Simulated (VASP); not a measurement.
# BN (F-43m) in VASP: further runs

The runs below take BN through vibrations by perturbation theory, with PBEsol.

Everything below comes from runs of VASP 6.6.1. Logs are shortened: lines on timing, memory, paths and dates and some standing lists are left out, and cuts for length are marked.

## 1. The cell of the first run

It takes space group F-43m (No. 216, cubic). Conventional cell: a = 3.480 Å, b = 3.480 Å, c = 3.480 Å, α = 90.00°, β = 90.00°, γ = 90.00°. Within 2.0 Å of B (site symmetry -43m) lie 4 N at 1.51 Å. N (site symmetry -43m) has 4 B at 1.51 Å within 2.0 Å.

## 2. Vibrations by perturbation theory, PBEsol

Contents of INCAR:

```
SYSTEM = BN
PREC = Accurate ; ENCUT = 520
EDIFF = 1E-8 ; ISMEAR = 0
SIGMA = 0.01 ; LREAL = .False.
LASPH = .True. ; NELM = 60
ALGO = Normal ; ISIF = 2
LWAVE = .False. ; LCHARG = .False.
GGA = PS ; NBANDS = 11
IBRION = 8 ; NSW = 1
LEPSILON = .True.
```

Contents of KPOINTS:

```
Automatic mesh
0
Gamma
  12 12 12
  0 0 0
```

Contents of POSCAR:

```
BN
1.0
    1.2302182202      0.7102668206      2.0089442548
   -1.2302182202      0.7102668206      2.0089442548
    0.0000000000     -1.4205336412      2.0089442548
B N
1 1
Direct
    1.0412165774      1.0412165774      1.0412165774
    0.2912164226      0.2912164226      0.2912164226
```

Potentials or basis: VASP PAW PBE potentials, release 64 (B, N).

The run is started by

```console
$ cat potpaw_PBE.64/B/POTCAR potpaw_PBE.64/N/POTCAR > POTCAR
$ mpirun -np 1 vasp_std > vasp.out
```

OUTCAR:

```text
SYSTEM = BN
   PREC = Accurate
   ENCUT = 520
   EDIFF = 1E-8
   ISMEAR = 0
   LREAL = .False.
   LASPH = .True.
   NELM = 60
   ISIF = 2
   GGA = PS
   IBRION = 8
   NSW = 1
   LEPSILON = .True.

 ion  position               nearest neighbor table
   1  0.041  0.041  0.041-   2 1.51   2 1.51   2 1.51   2 1.51
   2  0.291  0.291  0.291-   1 1.51   1 1.51   1 1.51   1 1.51

  LATTYP: Found a face centered cubic cell.
 ALAT       =     3.4795898737

  Lattice vectors:

 A1 = (   1.2302182202,   0.7102668206,   2.0089442548)
 A2 = (  -1.2302182202,   0.7102668206,   2.0089442548)
 A3 = (   0.0000000000,  -1.4205336412,   2.0089442548)

Analysis of symmetry for initial positions (statically):
=====================================================================
 Subroutine PRICEL returns:
 Original cell was already a primitive cell.

 Routine SETGRP: Setting up the symmetry group for a
 face centered cubic supercell.

 Subroutine GETGRP returns: Found 24 space group operations
 (whereof  6 operations were pure point group operations)
 out of a pool of 48 trial point group operations.

The static configuration has the point symmetry C_3v.
 The point group associated with its full space group is T_d .

Analysis of symmetry for dynamics (positions and initial velocities):
=====================================================================
 Subroutine PRICEL returns:
 Original cell was already a primitive cell.

 Routine SETGRP: Setting up the symmetry group for a
 face centered cubic supercell.

 Subroutine GETGRP returns: Found 24 space group operations
 (whereof  6 operations were pure point group operations)
 out of a pool of 48 trial point group operations.

The dynamic configuration has the point symmetry C_3v.
 The point group associated with its full space group is T_d .

 Subroutine INISYM returns: Found 24 space group operations
 (whereof  6 operations are pure point group operations),
[... 568 lines left out ...]
    -0.00062  6.90462  4.88232
     6.89990  0.00493  0.00109
     4.87898  0.00109  0.00416

 MACROSCOPIC STATIC DIELECTRIC TENSOR (including local field effects in DFT)
 ------------------------------------------------------
           4.541026     0.000000    -0.000000
           0.000000     4.541026     0.000000
           0.000000    -0.000000     4.541055
 ------------------------------------------------------

 PIEZOELECTRIC TENSOR (including local field effects)  for field in x, y, z        (e  Angst)
          XX          YY          ZZ          XY          YZ          ZX
  --------------------------------------------------------------------------------
  x     0.00000     0.00000    -0.00000     0.55262     0.00000     0.39077
  y     0.55262    -0.55262    -0.00000     0.00000     0.39077     0.00000
  z     0.39077     0.39077    -0.78154    -0.00000    -0.00000    -0.00000

 PIEZOELECTRIC TENSOR (including local field effects)  for field in x, y, z        (C/m^2)
          XX          YY          ZZ          XY          YZ          ZX
  --------------------------------------------------------------------------------
  x     0.00000     0.00000    -0.00000     0.84066     0.00000     0.59443
  y     0.84066    -0.84066    -0.00000     0.00000     0.59443     0.00000
  z     0.59443     0.59443    -1.18888    -0.00000    -0.00000    -0.00000

 BORN EFFECTIVE CHARGES (including local field effects) (in |e|, cummulative output)
 ---------------------------------------------------------------------------------
 ion    1
    1     1.84690     0.00000     0.00000
    2     0.00000     1.84690     0.00000
    3    -0.00000     0.00000     1.84691
 ion    2
    1    -1.84690     0.00000     0.00000
    2     0.00000    -1.84690    -0.00000
    3     0.00000     0.00000    -1.84691

 INTERNAL STRAIN TENSOR FOR ION    2 for displacements in x,y,z  (eV/Angst):
          X           Y           Z          XY          YZ          ZX
  --------------------------------------------------------------------------------
  x     0.00000     0.00000     0.00000     6.90224     0.00000     4.88064
  y     6.90224    -6.90224    -0.00000     0.00000     4.88064     0.00000
  z     4.88064     4.88064    -9.76134     0.00000    -0.00000     0.00000

 SECOND DERIVATIVES (NOT SYMMETRIZED)
 ------------------------------------
               1X          1Y          1Z          2X          2Y          2Z
  1X   -31.876781    0.000000    0.000000   31.876781   -0.000000   -0.000000
  1Y     0.000000  -31.876781    0.000000    0.000000   31.876781   -0.000000
  1Z    -0.000000    0.000000  -31.876982    0.000000    0.000000   31.876982
  2X    31.869362    0.000000    0.000000  -31.869362    0.000000    0.000000
  2Y     0.000000   31.869362    0.000000    0.000000  -31.869362   -0.000000
  2Z     0.000000    0.000000   31.869563   -0.000000    0.000000  -31.869563

 Eigenvectors and eigenvalues of the dynamical matrix
 ----------------------------------------------------

   1 f  =   35.734337 THz   224.525460 2PiTHz 1191.969172 cm-1   147.785276 meV
             X         Y         Z           dx          dy          dz
      0.000000  0.000000  0.248405    -0.000000    0.000000   -0.751226
      0.000000  0.000000  1.755113     0.000000    0.000000    0.660045
[... 21 lines left out ...]
   6 f/i=    0.002062 THz     0.012957 2PiTHz    0.068786 cm-1     0.008528 meV
             X         Y         Z           dx          dy          dz
      0.000000  0.000000  0.248405    -0.000000    0.000000   -0.660045
      0.000000  0.000000  1.755113     0.000000    0.000000   -0.751226

--------------------------------------------------------------------------------------------------------

 MACROSCOPIC STATIC DIELECTRIC TENSOR IONIC CONTRIBUTION
 ------------------------------------------------------
           1.838670    -0.000000    -0.000000
          -0.000000     1.838670     0.000000
          -0.000000     0.000000     1.838681
 ------------------------------------------------------

 ELASTIC MODULI CONTR FROM IONIC RELAXATION (kBar)
 Direction    XX          YY          ZZ          XY          YZ          ZX
 --------------------------------------------------------------------------------
 XX        -333.8389    111.2796    222.5607      0.0000   -157.3737      0.0000
 YY         111.2796   -333.8389    222.5607     -0.0000    157.3737     -0.0000
 ZZ         222.5607    222.5607   -445.1242      0.0000      0.0000     -0.0000
 XY           0.0000     -0.0000      0.0000   -222.5593      0.0000   -157.3737
 YZ        -157.3737    157.3737      0.0000      0.0000   -111.2803      0.0000
 ZX           0.0000     -0.0000     -0.0000   -157.3737      0.0000   -111.2803
 --------------------------------------------------------------------------------

 PIEZOELECTRIC TENSOR IONIC CONTR  for field in x, y, z        (C/m^2)
          XX          YY          ZZ          XY          YZ          ZX
  --------------------------------------------------------------------------------
  x     0.00000    -0.00000     0.00000    -0.60193     0.00000    -0.42563
  y    -0.60193     0.60193     0.00000     0.00000    -0.42563     0.00000
  z    -0.42563    -0.42563     0.85127    -0.00000     0.00000     0.00000
```

OSZICAR:

```text
N       E                     dE             d eps       ncg     rms          rms(c)
DAV:   1     0.633148241433E+01    0.63315E+01   -0.46081E+03  1680   0.685E+02
DAV:   2    -0.189591315463E+02   -0.25291E+02   -0.24636E+02  1868   0.163E+02
[... 135 lines left out ...]
RMM:   6    -0.231934762507E+00   -0.12470E-04   -0.14597E-05 17639   0.133E-03    0.484E-04
RMM:   7    -0.231931532936E+00    0.32296E-05    0.51841E-07 18670   0.541E-04    0.471E-05
RMM:   8    -0.231931328907E+00    0.20403E-06   -0.21191E-06 19889   0.612E-05    0.175E-05
RMM:   9    -0.231931295577E+00    0.33329E-07   -0.26315E-06 23406   0.269E-05    0.154E-06
RMM:  10    -0.231931307812E+00   -0.12234E-07   -0.27976E-06 22827   0.161E-05    0.605E-07
RMM:  11    -0.231931307206E+00    0.60571E-09   -0.28269E-06 21216   0.160E-05    0.805E-08
 Linear response finished
```

Wall time 1.8 min (1 thread of Intel Xeon 6975P-C (Granite Rapids), shared host); peak memory 0.23 GiB.

Results:

```yaml
Electronic_dielectric_tensor_diagonal: 4.54
Born_charges_mean_of_the_diagonal: B +1.85; N -1.85 e
Highest_phonon_frequency_at_Γ_LO-TO_splitting_left_out: 1192 cm⁻¹
```

Phonon frequencies in cm⁻¹ (negative: imaginary):
| q point | frequencies |
| --- | --- |
| (0.000, 0.000, 0.000) | 0 0 0 1192 1192 1192 |

Electronic dielectric tensor:
```
4.54 0.00 0.00
0.00 4.54 0.00
0.00 0.00 4.54
```

Born effective charge tensors (e):
atom 1, B
```
1.85 0.00 0.00
0.00 1.85 0.00
0.00 0.00 1.85
```
atom 2, N
```
-1.85  0.00  0.00
 0.00 -1.85  0.00
 0.00  0.00 -1.85
```

Caveat: the cell wasn't relaxed at this level first, which shifts response properties; the PAW data sets were made with another functional, which shifts forces and pressure a little.

## 3. Vibrations by perturbation theory, PBEsol

This run uses another cell than the first one, of 5.36 Å³/atom, 1.019 times its volume.

Contents of INCAR:

```
PREC     = Accurate       # precision mode
ENCUT    = 520            # plane-wave cutoff, eV
EDIFF    = 1E-8           # SCF threshold, eV
ISMEAR   = 0              # smearing method
SIGMA    = 0.01           # smearing width, eV
LREAL    = F              # projectors in reciprocal space
LASPH    = T              # aspherical terms in the spheres
NELM     = 100            # most SCF steps
ALGO     = Normal         # electronic algorithm
ISIF     = 2              # what is computed and relaxed
LWAVE    = F              # write WAVECAR
LCHARG   = F              # write CHGCAR
GGA      = PS             # functional
IBRION   = 8              # ionic algorithm
NSW      = 1              # ionic steps
LEPSILON = T              # dielectric tensor by DFPT
```

Contents of KPOINTS:

```
regular mesh
0
Gamma
  12 12 12
```

Contents of POSCAR:

```
BN
1.0
    1.2378041577      0.7146465636      2.0213249196
   -1.2378041577      0.7146465636      2.0213249196
    0.0000000000     -1.4292931273      2.0213249196
B N
1 1
Direct
    1.0412165428      1.0412165428      1.0412165428
    0.2912164572      0.2912164572      0.2912164572
```

Potentials or basis: VASP PAW PBE potentials, release 64 (B, N).

The run is started by

```console
$ cat potpaw_PBE.64/B/POTCAR potpaw_PBE.64/N/POTCAR > POTCAR
$ mpirun -np 1 vasp_std > vasp.out
```

OUTCAR:

```text
PREC = Accurate
   ENCUT = 520
   EDIFF = 1E-8
   ISMEAR = 0
   LREAL = F
   LASPH = T
   NELM = 100
   ISIF = 2
   GGA = PS
   IBRION = 8
   NSW = 1
   LEPSILON = T

 ion  position               nearest neighbor table
   1  0.041  0.041  0.041-   2 1.52   2 1.52   2 1.52   2 1.52
   2  0.291  0.291  0.291-   1 1.52   1 1.52   1 1.52   1 1.52

  LATTYP: Found a face centered cubic cell.
 ALAT       =     3.5010379245

  Lattice vectors:

 A1 = (   1.2378041577,   0.7146465636,   2.0213249196)
 A2 = (  -1.2378041577,   0.7146465636,   2.0213249196)
 A3 = (   0.0000000000,  -1.4292931273,   2.0213249196)

Analysis of symmetry for initial positions (statically):
=====================================================================
 Subroutine PRICEL returns:
 Original cell was already a primitive cell.

 Routine SETGRP: Setting up the symmetry group for a
 face centered cubic supercell.

 Subroutine GETGRP returns: Found 24 space group operations
 (whereof  6 operations were pure point group operations)
 out of a pool of 48 trial point group operations.

The static configuration has the point symmetry C_3v.
 The point group associated with its full space group is T_d .

Analysis of symmetry for dynamics (positions and initial velocities):
=====================================================================
 Subroutine PRICEL returns:
 Original cell was already a primitive cell.

 Routine SETGRP: Setting up the symmetry group for a
 face centered cubic supercell.

 Subroutine GETGRP returns: Found 24 space group operations
 (whereof  6 operations were pure point group operations)
 out of a pool of 48 trial point group operations.

The dynamic configuration has the point symmetry C_3v.
 The point group associated with its full space group is T_d .

 Subroutine INISYM returns: Found 24 space group operations
 (whereof  6 operations are pure point group operations),
 and found     1 'primitive' translations

----------------------------------------------------------------------------------------

                                     Primitive cell

  volume of cell :      10.7283

  direct lattice vectors                    reciprocal lattice vectors
     1.237804158  0.714646564  2.021324920     0.403941122  0.233215515  0.164908338
    -1.237804158  0.714646564  2.021324920    -0.403941122  0.233215515  0.164908338
     0.000000000 -1.429293127  2.021324920     0.000000000 -0.466431031  0.164908338

  length of vectors
     2.475607658  2.475607658  2.475607658     0.494724839  0.494724839  0.494724839

  position of ions in fractional coordinates (direct lattice)
     0.041216543  0.041216543  0.041216543
     0.291216457  0.291216457  0.291216457

  ion indices of the primitive-cell ions
[... 452 lines left out ...]
     0.59375  0.00000 -0.00000
     0.00000  0.59375  0.00000
    -0.00000  0.00000 -1.18822

--------------------------------------- Ionic step        4  -------------------------------------------

------------------------ aborting loop because EDIFF is reached ----------------------------------------

[... ionic steps 5 to 6 ...]

--------------------------------------- Ionic step        7  -------------------------------------------

 Free energy of the ion-electron system (eV)
  ---------------------------------------------------
  ---------------------------------------------------
  free energy    TOTEN  =        -0.23152038 eV

  energy without entropy =       -0.23152038

------------------------ aborting loop because EDIFF is reached ----------------------------------------

 INTERNAL STRAIN TENSOR  FOR ION    2  DIRECTION 1   (eV/Angst):
 -----------------------------------------------------------------------------
    -0.00377  6.00707  4.24764
     6.00082  0.00299  0.00097
     4.24322  0.00097  0.00231

 MACROSCOPIC STATIC DIELECTRIC TENSOR (including local field effects in DFT)
 ------------------------------------------------------
           4.554380     0.000000    -0.000000
           0.000000     4.554380    -0.000000
           0.000000    -0.000000     4.554377
 ------------------------------------------------------

 PIEZOELECTRIC TENSOR (including local field effects)  for field in x, y, z        (e  Angst)
          XX          YY          ZZ          XY          YZ          ZX
  --------------------------------------------------------------------------------
  x    -0.00000     0.00000     0.00000     0.56294    -0.00000     0.39806
  y     0.56294    -0.56294     0.00000     0.00000     0.39806     0.00000
  z     0.39806     0.39806    -0.79612     0.00000     0.00000     0.00000

 PIEZOELECTRIC TENSOR (including local field effects)  for field in x, y, z        (C/m^2)
          XX          YY          ZZ          XY          YZ          ZX
  --------------------------------------------------------------------------------
  x    -0.00000     0.00000     0.00000     0.84070    -0.00000     0.59447
  y     0.84070    -0.84070     0.00000     0.00000     0.59447     0.00000
  z     0.59447     0.59447    -1.18893     0.00000     0.00000     0.00000

 BORN EFFECTIVE CHARGES (including local field effects) (in |e|, cummulative output)
 ---------------------------------------------------------------------------------
 ion    1
    1     1.85595     0.00000     0.00000
    2     0.00000     1.85595    -0.00000
    3     0.00000    -0.00000     1.85595
 ion    2
    1    -1.85595     0.00000     0.00000
    2     0.00000    -1.85595     0.00000
    3     0.00000     0.00000    -1.85595

 INTERNAL STRAIN TENSOR FOR ION    2 for displacements in x,y,z  (eV/Angst):
          X           Y           Z          XY          YZ          ZX
  --------------------------------------------------------------------------------
  x     0.00000    -0.00000     0.00000     6.00395     0.00000     4.24543
  y     6.00395    -6.00395     0.00000     0.00000     4.24543    -0.00000
  z     4.24543     4.24543    -8.49085     0.00000     0.00000     0.00000

 SECOND DERIVATIVES (NOT SYMMETRIZED)
 ------------------------------------
               1X          1Y          1Z          2X          2Y          2Z
  1X   -30.530713   -0.000000    0.000000   30.530713    0.000000    0.000000
  1Y    -0.000000  -30.530713    0.000000    0.000000   30.530713   -0.000000
  1Z     0.000000    0.000000  -30.530689   -0.000000   -0.000000   30.530689
  2X    30.529577    0.000000    0.000000  -30.529577   -0.000000    0.000000
  2Y     0.000000   30.529577   -0.000000   -0.000000  -30.529577    0.000000
  2Z     0.000000   -0.000000   30.529552   -0.000000    0.000000  -30.529552

 Eigenvectors and eigenvalues of the dynamical matrix
 ----------------------------------------------------

   1 f  =   34.973098 THz   219.742455 2PiTHz 1166.576976 cm-1   144.637046 meV
             X         Y         Z           dx          dy          dz
      0.000000 -0.000000  0.249936     0.751194    0.000004   -0.000000
      0.000000 -0.000000  1.765929    -0.660081   -0.000003    0.000000
[... 21 lines left out ...]
   6 f/i=    0.000323 THz     0.002028 2PiTHz    0.010767 cm-1     0.001335 meV
             X         Y         Z           dx          dy          dz
      0.000000 -0.000000  0.249936    -0.205557   -0.621298   -0.086268
      0.000000 -0.000000  1.765929    -0.233931   -0.707058   -0.098175

--------------------------------------------------------------------------------------------------------

 MACROSCOPIC STATIC DIELECTRIC TENSOR IONIC CONTRIBUTION
 ------------------------------------------------------
           1.902996     0.000000    -0.000000
           0.000000     1.902996    -0.000000
          -0.000000    -0.000000     1.902994
 ------------------------------------------------------

 ELASTIC MODULI CONTR FROM IONIC RELAXATION (kBar)
 Direction    XX          YY          ZZ          XY          YZ          ZX
 --------------------------------------------------------------------------------
 XX        -258.1701     86.0567    172.1133     -0.0000   -121.7025     -0.0000
 YY          86.0567   -258.1701    172.1133      0.0000    121.7025      0.0000
 ZZ         172.1133    172.1133   -344.2263     -0.0000      0.0000      0.0000
 XY          -0.0000      0.0000     -0.0000   -172.1134     -0.0000   -121.7025
 YZ        -121.7025    121.7025      0.0000     -0.0000    -86.0566     -0.0000
 ZX          -0.0000      0.0000      0.0000   -121.7025     -0.0000    -86.0566
 --------------------------------------------------------------------------------

 PIEZOELECTRIC TENSOR IONIC CONTR  for field in x, y, z        (C/m^2)
          XX          YY          ZZ          XY          YZ          ZX
  --------------------------------------------------------------------------------
  x    -0.00000     0.00000    -0.00000    -0.53852    -0.00000    -0.38079
  y    -0.53852     0.53852    -0.00000    -0.00000    -0.38079    -0.00000
  z    -0.38079    -0.38079     0.76158     0.00000    -0.00000    -0.00000
```

Wall time 2.9 min (1 thread of AMD EPYC 7R13 (Zen 3), shared host); peak memory 0.18 GiB.

Results:

```yaml
Electronic_dielectric_tensor_diagonal: 4.55
Born_charges_mean_of_the_diagonal: B +1.86; N -1.86 e
Highest_phonon_frequency_at_Γ_LO-TO_splitting_left_out: 1167 cm⁻¹
```

Phonon frequencies in cm⁻¹ (negative: imaginary):
| q point | frequencies |
| --- | --- |
| (0.000, 0.000, 0.000) | 0 0 0 1167 1167 1167 |

Electronic dielectric tensor:
```
4.55 0.00 0.00
0.00 4.55 0.00
0.00 0.00 4.55
```

Born effective charge tensors (e):
atom 1, B
```
1.86 0.00 0.00
0.00 1.86 0.00
0.00 0.00 1.86
```
atom 2, N
```
-1.86  0.00  0.00
 0.00 -1.86  0.00
 0.00  0.00 -1.86
```

Caveat: the cell wasn't relaxed at this level first, which shifts response properties; the PAW data sets were made with another functional, which shifts forces and pressure a little.
